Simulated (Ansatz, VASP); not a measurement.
Zr2N in VASP and in Ansatz

```
CELL_PARAMETERS angstrom
5.37005 0.00000 0.00000
0.00000 5.37005 0.00000
0.00000 0.00000 3.27262
ATOMIC_POSITIONS crystal
Zr 0.28308 0.30942 0.00000
Zr 0.71692 0.69058 0.00000
Zr 0.78308 0.19058 0.50000
Zr 0.21692 0.80942 0.50000
N 0.00000 0.00000 0.00000
N 0.50000 0.50000 0.50000
```

Change from the starting cell: mode 4 (51.0 1/cm) frozen in, largest displacement -0.100 Å.

Alike in both runs: task single point; functional PBEsol; k mesh 10 × 10 × 14; occupations gaussian, width 0.15 eV; no spin polarisation.

|  | VASP | Ansatz |
| --- | --- | --- |
| version | VASP 6.6.1 | Ansatz 0.2.0 |
| potentials or method | VASP PAW PBE potentials, release 64 (Zr_sv, N), cutoff 520 eV | scalar-relativistic, plane waves, PAW |
| valence electrons in the cell | 58 | 58 |

Ansatz gave:

- gap on the k mesh at the Fermi level (eV): none
- pressure (GPa): -0.3
- traceless stress, the component that is largest in VASP (GPa): 2.14
- rms of the force components (eV/Å): 0.049

What did VASP give for the same quantities?

gap on the k mesh at the Fermi level (eV): none; pressure (GPa): 0.0; traceless stress, the component that is largest in VASP (GPa): 2.13; rms of the force components (eV/Å): 0.048.

VASP's potentials were made for PBE, not for PBEsol. Atom by atom the forces differ by 0.003 eV/Å (rms over components). A gap of «none» marks a metal or a gap that the smearing closes.
